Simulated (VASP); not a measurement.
# Ni (Im-3m) in VASP: single point with PBEsol

Aim: the single point of Ni with PBEsol.

Everything below comes from runs of VASP 6.6.1. Logs are shortened: lines on timing, memory, paths and dates and some standing lists are left out, and cuts for length are marked.

### Step 1. The cell of the first run

It takes space group Im-3m (No. 229, cubic). The conventional cell has a = 2.756 Å, b = 2.756 Å, c = 2.756 Å, α = 90.00°, β = 90.00°, γ = 90.00°. Within 3.2 Å of Ni (site symmetry m-3m) lie 14 Ni at 2.39 to 2.76 Å.

This isn't the form of Ni at room conditions, which is fcc.

### Step 2. Single point, PBEsol, collinear spin, ferromagnetic start

INCAR

```
SYSTEM = Ni
  PREC = Accurate
  ENCUT = 520
  EDIFF = 1E-6
  ISMEAR = 0
  SIGMA = 0.1
  LREAL = .FALSE.
  LASPH = .TRUE.
  NELM = 150
  ALGO = Normal
  ISIF = 2
  LWAVE = .FALSE.
  LCHARG = .TRUE.
  ISPIN = 2
  MAGMOM = 0.5
  LORBIT = 11
  LMAXMIX = 4
  GGA = PS
  LELF = .TRUE.
  LVHAR = .TRUE.
  NBANDS = 15
```

KPOINTS

```
Automatic mesh
0
G
  28 28 28
  0 0 0
```

POSCAR

```
Ni
1.0
   -1.3778905351      1.3778905351      1.3778905351
    1.3778905351     -1.3778905351      1.3778905351
    1.3778905351      1.3778905351     -1.3778905351
Ni
1
Direct
    0.0000000000      0.0000000000      0.0000000000
```

Potentials or basis: VASP PAW PBE potentials, release 64 (Ni).

Command:

```
> cat potpaw_PBE.64/Ni/POTCAR > POTCAR
> mpirun -np 1 vasp_std > vasp.out
```

OUTCAR:

```text
SYSTEM = Ni
   PREC = Accurate
   ENCUT = 520
   EDIFF = 1E-6
   ISMEAR = 0
   LREAL = .FALSE.
   LASPH = .TRUE.
   NELM = 150
   ISIF = 2
   ISPIN = 2
   LORBIT = 11
   GGA = PS

 ion  position               nearest neighbor table
   1  0.000  0.000  0.000-

  LATTYP: Found a body centered cubic cell.
 ALAT       =     2.7557810702

  Lattice vectors:

 A1 = (  -1.3778905351,   1.3778905351,   1.3778905351)
 A2 = (   1.3778905351,  -1.3778905351,   1.3778905351)
 A3 = (   1.3778905351,   1.3778905351,  -1.3778905351)

Analysis of symmetry for initial positions (statically):
=====================================================================
 Subroutine PRICEL returns:
 Original cell was already a primitive cell.

 Routine SETGRP: Setting up the symmetry group for a
 body centered cubic supercell.

 Subroutine GETGRP returns: Found 48 space group operations
 (whereof 48 operations were pure point group operations)
 out of a pool of 48 trial point group operations.

The static configuration has the point symmetry O_h .

Analysis of symmetry for dynamics (positions and initial velocities):
=====================================================================
 Subroutine PRICEL returns:
 Original cell was already a primitive cell.

 Routine SETGRP: Setting up the symmetry group for a
 body centered cubic supercell.

 Subroutine GETGRP returns: Found 48 space group operations
 (whereof 48 operations were pure point group operations)
 out of a pool of 48 trial point group operations.

The dynamic configuration has the point symmetry O_h .

Analysis of structural, dynamic, and magnetic symmetry:
=====================================================================
 Subroutine PRICEL returns:
 Original cell was already a primitive cell.

 Routine SETGRP: Setting up the symmetry group for a
 body centered cubic supercell.

 Subroutine GETGRP returns: Found 48 space group operations
 (whereof 48 operations were pure point group operations)
 out of a pool of 48 trial point group operations.

The overall configuration has the point symmetry O_h .

 Subroutine INISYM returns: Found 48 space group operations
 (whereof 48 operations are pure point group operations),
 and found     1 'primitive' translations

----------------------------------------------------------------------------------------

                                     Primitive cell

  volume of cell :      10.4642

  direct lattice vectors                    reciprocal lattice vectors
    -1.377890535  1.377890535  1.377890535     0.000000000  0.362873528  0.362873528
     1.377890535 -1.377890535  1.377890535     0.362873528  0.000000000  0.362873528
     1.377890535  1.377890535 -1.377890535     0.362873528  0.362873528  0.000000000

  length of vectors
     2.386576414  2.386576414  2.386576414     0.513180665  0.513180665  0.513180665

  position of ions in fractional coordinates (direct lattice)
     0.000000000  0.000000000  0.000000000

  ion indices of the primitive-cell ions
   primitive index   ion index
                 1           1

----------------------------------------------------------------------------------------

 KPOINTS: Automatic mesh

Automatic generation of k-mesh.
 Grid dimensions read from file:
 generate k-points for:   28   28   28

 Generating k-lattice:

  Cartesian coordinates                     Fractional coordinates (reciprocal lattice)
     0.000000000  0.012959769  0.012959769     0.035714286  0.000000000  0.000000000
     0.012959769  0.000000000  0.012959769     0.000000000  0.035714286  0.000000000
     0.012959769  0.012959769  0.000000000     0.000000000  0.000000000  0.035714286

  Length of vectors
     0.018327881  0.018327881  0.018327881

  Shift w.r.t. Gamma in fractional coordinates (k-lattice)
     0.000000000  0.000000000  0.000000000

 Subroutine IBZKPT returns following result:
 ===========================================

 Found    624 irreducible k-points:

 Following reciprocal coordinates:
            Coordinates               Weight
  0.000000  0.000000  0.000000      1.000000
  0.035714  0.000000  0.000000     12.000000
  0.071429  0.000000  0.000000     12.000000
  0.107143  0.000000  0.000000     12.000000
  0.142857  0.000000  0.000000     12.000000
  0.178571  0.000000  0.000000     12.000000
[... 16 lines left out ...]
  0.285714  0.035714  0.000000     48.000000
  0.321429  0.035714  0.000000     48.000000
 [... further k-points ...]
   k-points           NKPTS =    624   k-points in BZ     NKDIM =    624   number of bands    NBANDS=     15
   number of dos      NEDOS =    301   number of ions     NIONS =      1
   total plane-waves  NPLWV =   5832
   dimension x,y,z NGX =    18 NGY =   18 NGZ =   18
   dimension x,y,z NGXF=    36 NGYF=   36 NGZF=   36
   ions per type =               1
   NGX,Y,Z   is equivalent  to a cutoff of  12.54, 12.54, 12.54 a.u.
   NGXF,Y,Z  is equivalent  to a cutoff of  25.08, 25.08, 25.08 a.u.
 SYSTEM =  Ni
   PREC   = accura    normal or accurate (medium, high low for compatibility)
   ISTART =      0    job   : 0-new  1-cont  2-samecut
   ICHARG =      2    charge: 1-file 2-atom 10-const
   ISPIN  =      2    spin polarized calculation?
   LNONCOLLINEAR =      F non collinear calculations
   LSORBIT =      F    spin-orbit coupling
   LASPH  =      T    aspherical Exc in radial PAW
   ENCUT  =  520.0 eV  38.22 Ry    6.18 a.u.   4.44  4.44  4.44*2*pi/ulx,y,z
   NELM   =    150;   NELMIN=  2; NELMDL= -5     # of ELM steps
   EDIFF  = 0.1E-05   stopping-criterion for ELM
   LREAL  =      F    real-space projection
   EDIFFG = 0.1E-04   stopping-criterion for IOM
   NSW    =      0    number of steps for IOM
   IBRION =     -1    ionic relax: 0-MD 1-quasi-New 2-CG
   NFREE  =      0    steps in history (QN), initial steepest desc. (CG)
   ISIF   =      2    stress and relaxation
   ISYM   =      2    0-nonsym 1-usesym 2-fastsym
   POTIM  = 0.5000    time-step for ionic-motion
   TEBEG  =    0.0;   TEEND  =   0.0 temperature during run
   PSTRESS=    0.0 pullay stress
   NELECT =      10.0000    total number of electrons
   NUPDOWN=      -1.0000    fix difference up-down
   EMIN   =  10.00;   EMAX   =-10.00  energy-range for DOS
   EFERMI =   0.00;   METHOD = LEGACY
   ISMEAR =     0;   SIGMA  =   0.10  broadening in eV -4-tet -1-fermi 0-gaus
   EFERMI_NEDOS =   21; number of points for ismear=-14 and -15
   IALGO  =     38    algorithm
   IMIX   =      4    mixing-type and parameters
     AMIX     =   0.40;   BMIX     =  1.00
     AMIX_MAG =   1.60;   BMIX_MAG =  1.00
  volume/ion in A,a.u.               =      10.46        70.62
  Fermi-wavevector in a.u.,A,eV,Ry     =   1.612526  3.047233 35.378424  2.600241
  Thomas-Fermi vector in A             =   2.707742
   LORBIT       =     11    0 simple, 1 ext, 2 COOP (PROOUT), +10 PAW based schemes
   GGA     = PS    functional components
   LHFCALC =     F    Hartree Fock is set to
   AEXX    =    0.0000 exact exchange contribution
   IVDW    =     0    specifies the selected vdW correction
   LEPSILON=     F    determine dielectric tensor
   LRPA    =     F    only Hartree local field effects (RPA)
 spin polarized calculation
 Gauss-broadening in eV      SIGMA  =   0.10
  energy-cutoff  :      520.00
  volume of cell :       10.46
 maximum number of plane-waves:       321
 NGX is ok and might be reduce to    18
   NGX =  9   NGY =  9   NGZ =  9

 number of electron      10.0000010 magnetization       0.5353791

 Free energy of the ion-electron system (eV)
  ---------------------------------------------------
  ext. energy  EPLUGINS =         0.00000000
  ---------------------------------------------------
  free energy    TOTEN  =        -6.03807955 eV

  energy without entropy =       -6.03052594  energy(sigma->0) =       -6.03430274

 E-fermi :   9.6046     XC(G=0): -13.6629

 val. band max:        9.6045008333   @ k =  -0.3214   0.4643   0.0357
 cond. band min:       9.6047948284   @ k =  -0.4286   0.4643   0.3571
 fundamental gap:      0.0002939951
 Fermi energy:         9.6045665600

 spin component 1

 k-point     1 :       0.0000    0.0000    0.0000
  band No.  band energies     occupation
      1       0.4114      1.00000
      2       7.2389      1.00000
      3       7.2389      1.00000
      4       7.2389      1.00000
      5       8.7345      1.00000
      6       8.7345      1.00000
      7      36.4543      0.00000
      8      36.4543      0.00000
      9      36.4543      0.00000
     10      41.6109      0.00000
     11      41.6109      0.00000
     12      42.9542      0.00000
     13      42.9542      0.00000
     14      42.9542      0.00000
     15      43.5378      0.00000

 k-point     2 :       0.0357    0.0000    0.0000
  band No.  band energies     occupation
      1       0.4659      1.00000
      2       7.2259      1.00000
      3       7.2382      1.00000
      4       7.2645      1.00000
      5       8.7209      1.00000
      6       8.7355      1.00000
      7      35.9929      0.00000
      8      36.3634      0.00000
      9      36.3835      0.00000
     10      41.0242      0.00000
     11      41.4645      0.00000
     12      41.7584      0.00000
     13      42.2314      0.00000
     14      43.7152      0.00000
     15      43.7796      0.00000
[... 365 lines left out ...]
      3       7.2333      1.00000
      4       8.5199      1.00000
      5       8.7734      1.00000
      6       8.8438      1.00000
      7      22.9953      0.00000
      8      30.5695      0.00000
      9      32.3674      0.00000
     10      34.9100      0.00000
     11      38.2099      0.00000
     12      43.2408      0.00000
     13      46.4843      0.00000
     14      52.4783      0.00000
     15      55.2575      0.00000

 k-point    24 :       0.3214    0.0357    0.0000
  band No.  band energies     occupation
      1       4.1926      1.00000
      2       6.4833      1.00000
      3       7.4870      1.00000
      4       8.5598      1.00000
      5       8.8618      1.00000
      6       9.0524      1.00000
      7      21.2845      0.00000
      8      29.9852      0.00000
      9      31.6027      0.00000
     10      34.7034      0.00000
     11      38.1073      0.00000
     12      44.2034      0.00000
     13      46.7910      0.00000
     14      54.3704      0.00000
     15      55.3268      0.00000

 [... further k-points ...]

 spin component 2

 k-point     1 :       0.0000    0.0000    0.0000
  band No.  band energies     occupation
      1       0.4205      1.00000
      2       7.8687      1.00000
      3       7.8687      1.00000
      4       7.8688      1.00000
      5       9.2161      1.00000
      6       9.2161      1.00000
      7      36.3915      0.00000
      8      36.3915      0.00000
      9      36.3915      0.00000
     10      41.5755      0.00000
     11      41.5755      0.00000
     12      43.1285      0.00000
     13      43.1285      0.00000
     14      43.1285      0.00000
     15      43.7005      0.00000

 k-point     2 :       0.0357    0.0000    0.0000
  band No.  band energies     occupation
      1       0.4751      1.00000
      2       7.8549      1.00000
      3       7.8675      1.00000
      4       7.8951      1.00000
      5       9.2018      1.00000
      6       9.2172      1.00000
      7      35.9427      0.00000
      8      36.3026      0.00000
      9      36.3282      0.00000
     10      41.0375      0.00000
     11      41.5341      0.00000
     12      41.9301      0.00000
     13      42.2993      0.00000
     14      43.8713      0.00000
     15      43.9034      0.00000
[... 365 lines left out ...]
      3       7.6685      1.00000
      4       9.0519      1.00000
      5       9.3268      0.99996
      6       9.4558      0.98228
      7      23.1590      0.00000
      8      30.5693      0.00000
      9      32.4972      0.00000
     10      35.0037      0.00000
     11      38.3049      0.00000
     12      43.2712      0.00000
     13      46.5286      0.00000
     14      52.5239      0.00000
     15      56.1730      0.00000

 k-point    24 :       0.3214    0.0357    0.0000
  band No.  band energies     occupation
      1       4.3370      1.00000
      2       7.0671      1.00000
      3       7.8345      1.00000
      4       9.1029      1.00000
      5       9.3529      0.99981
      6       9.7324      0.03535
      7      21.4737      0.00000
      8      29.9814      0.00000
      9      31.7259      0.00000
     10      34.8100      0.00000
     11      38.2045      0.00000
     12      44.2372      0.00000
     13      46.8260      0.00000
     14      54.4145      0.00000
     15      56.5015      0.00000

 [... further k-points ...]

------------------------ aborting loop because EDIFF is reached ----------------------------------------

  FORCE on cell =-STRESS in cart. coord.  units (eV):
  Direction    XX          YY          ZZ          XY          YZ          ZX
  --------------------------------------------------------------------------------------
  -------------------------------------------------------------------------------------
  Total       -0.0033629     -0.0033629     -0.0033629     -0.0000000      0.0000000     -0.0000000
  in kB       -0.5148970     -0.5148970     -0.5148970     -0.0000000      0.0000000     -0.0000000
  external PRESSURE =      -0.5148970 kB  Pullay stress =       0.0000000 kB

 VOLUME and BASIS-vectors are now :
 -----------------------------------------------------------------------------
  energy-cutoff  :      520.00
  volume of cell :       10.46
      direct lattice vectors                 reciprocal lattice vectors
    -1.377890535  1.377890535  1.377890535     0.000000000  0.362873528  0.362873528
     1.377890535 -1.377890535  1.377890535     0.362873528  0.000000000  0.362873528
     1.377890535  1.377890535 -1.377890535     0.362873528  0.362873528  0.000000000

 POSITION                                       TOTAL-FORCE (eV/Angst)
 -----------------------------------------------------------------------------------
      0.00000      0.00000      0.00000        -0.000000      0.000000      0.000000
 -----------------------------------------------------------------------------------
    total drift:                                0.000000     -0.000000      0.000000

  FREE ENERGIE OF THE ION-ELECTRON SYSTEM (eV)
  ---------------------------------------------------
  free  energy   TOTEN  =        -6.0380795522 eV

  energy  without entropy=       -6.0305259363  energy(sigma->0) =       -6.03430274

 total charge

# of ion       s       p       d       tot
------------------------------------------
    1        0.511   0.529   8.350   9.390

 magnetization (x)

# of ion       s       p       d       tot
------------------------------------------
    1       -0.004  -0.015   0.557   0.539
```

It took 5.9 min on 1 thread of Oxide Virtual Turin-like, shared host; peak memory 0.22 GiB.

What came out:

```
Free energy                                           : -6.0381 eV
Pressure                                              : -0.1 GPa
Net moment                                            : 0.54 μB per cell
Site moments                                          : Ni +0.54 μB
Valence electrons inside the program's atomic spheres : Ni 9.39
```

Caveat: the PAW data sets were made with another functional, which shifts forces and pressure a little.
